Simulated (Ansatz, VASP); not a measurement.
One calculation of KMgF3, two programs

File INCAR:

```
SYSTEM = KMgF3
PREC     = Accurate       ! precision mode
ENCUT    = 520            ! plane-wave cutoff, eV
EDIFF    = 1E-6           ! SCF threshold, eV
ISMEAR   = 0              ! smearing method
SIGMA    = 0.05           ! smearing width, eV
LREAL    = .FALSE.        ! projectors in reciprocal space
LASPH    = .TRUE.         ! aspherical terms in the spheres
NELM     = 60             ! most SCF steps
ALGO     = Normal         ! electronic algorithm
ISIF     = 2              ! what is computed and relaxed
LWAVE    = .FALSE.        ! write WAVECAR
LCHARG   = .FALSE.        ! write CHGCAR
GGA      = PS             ! functional
NBANDS   = 24             ! bands
```

File KPOINTS:

```
regular mesh
0
G
  6 6 6
  0 0 0
```

Contents of POSCAR:

```
KMgF3
1.0
    4.1054770000      0.0000000000      0.0000000000
    0.0000000000      4.1054770000      0.0000000000
    0.0000000000      0.0000000000      4.1054770000
K Mg F
1 1 3
Direct
    0.5000000000      0.5000000000      0.5000000000
    0.0000000000      0.0000000000      0.0000000000
    0.5000000000      0.0000000000      0.0000000000
    0.0000000000      0.5000000000      0.0000000000
    0.0000000000      0.0000000000      0.5000000000
```

Input for Ansatz:

```yaml
crystal:
  lattice:
    - [4.105477, 0.0, 0.0]
    - [0.0, 4.105477, 0.0]
    - [0.0, 0.0, 4.105477]
  atoms:
    - { symbol: K, position: [0.5, 0.5, 0.5] }
    - { symbol: Mg, position: [0.0, 0.0, 0.0] }
    - { symbol: F, position: [0.5, 0.0, 0.0] }
    - { symbol: F, position: [0.0, 0.5, 0.0] }
    - { symbol: F, position: [0.0, 0.0, 0.5] }
basis:
  ecutwfc: 420
kpoints:
  mp_grid: { grid: [6, 6, 6] }
hamiltonian:
  xc: pbesol
scf:
  occupations: { method: gaussian, width: 0.05 }
output:
  forces: true
  stress: true
  eigenvalues: true
```

Change from the starting cell: strain +0.030 along x and y, +0.030 along z, atoms carried along.

Alike in both runs: task single point; functional PBEsol; k mesh 6 × 6 × 6; occupations gaussian, width 0.05 eV; no spin polarisation.

|  | VASP | Ansatz |
| --- | --- | --- |
| version | VASP 6.6.1 | Ansatz 0.2.0 |
| potentials or method | VASP PAW PBE potentials, release 64 (K_sv, Mg, F), cutoff 520 eV | scalar-relativistic, plane waves, PAW |
| valence electrons in the cell | 32 | 40 |

|  | VASP | Ansatz | Ansatz less VASP |
| --- | --- | --- | --- |
| gap on the k mesh at the Fermi level (eV) | 6.50 | 6.53 | +0.025 |
| least direct gap on the mesh (eV) | 6.82 | 6.85 | +0.023 |
| pressure (GPa) | -5.5 | -5.1 | +0.41 |

VASP's potentials were made for PBE, not for PBEsol. VASP's potentials hold 32 valence electrons a cell and Ansatz's 40, so a difference there can come from the potentials and not from the codes.
